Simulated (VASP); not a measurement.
Al: single point with PBE

Al:

```
CELL_PARAMETERS angstrom
5.62760 0.00000 -0.09906
2.89187 0.00000 4.86396
2.81380 -4.92142 -0.04953
ATOMIC_POSITIONS crystal
Al 0.25000 0.00000 0.00000
Al 0.75000 0.50000 0.00000
Al 0.75000 0.00000 0.50000
Al 0.25000 0.50000 0.50000
Al 0.25000 0.00000 0.50000
Al 0.75000 0.50000 0.50000
Al 0.75000 0.00000 0.00000
Al 0.25000 0.50000 0.00000
```

```
Program             : VASP 6.6.1
Task                : single point
Functional          : PBE
Potentials or basis : VASP PAW PBE potentials, release 64 (Al)
Cutoff              : 520 eV
k mesh              : 6 × 4 × 6
Occupations         : gaussian, width 0.2 eV
Spin                : no spin polarisation
```

```
Pressure               : -0.1 GPa
Band gap on the k mesh : zero (bands 12 and 13 overlap by 4.57 eV)
```

Stress tensor (GPa, compression positive):
```
 0.18  0.00  0.16
 0.00 -0.34  0.00
 0.16  0.00 -0.26
```

Levels at points of the mesh, in eV from the Fermi level:
```
           k point  band 9  band 10  band 11  band 12  band 13  band 14  band 15  band 16
(0.00, 0.00, 0.00)   -3.71    -2.91    -2.91    -2.89    -2.89     0.12     0.14     1.52
(0.50, 0.00, 0.00)   -0.22    -0.22    -0.20    -0.20     0.02     0.02     1.86     1.86
(0.00, 0.50, 0.00)   -3.32    -3.32     1.00     1.00     1.00     1.00     1.07     1.07
(0.50, 0.50, 0.00)   -0.22    -0.22    -0.19    -0.19     0.01     0.01     1.86     1.86
(0.00, 0.00, 0.50)   -3.31    -3.31     0.98     0.98     1.00     1.00     1.06     1.06
(0.00, 0.50, 0.50)   -0.35    -0.35    -0.34    -0.34     0.56     0.56     2.87     2.87
```

Wall time 2.4 min on 1 thread of Intel(R) Xeon(R) 6975P-C (Granite Rapids), on a shared host, peak memory 0.29 GiB.
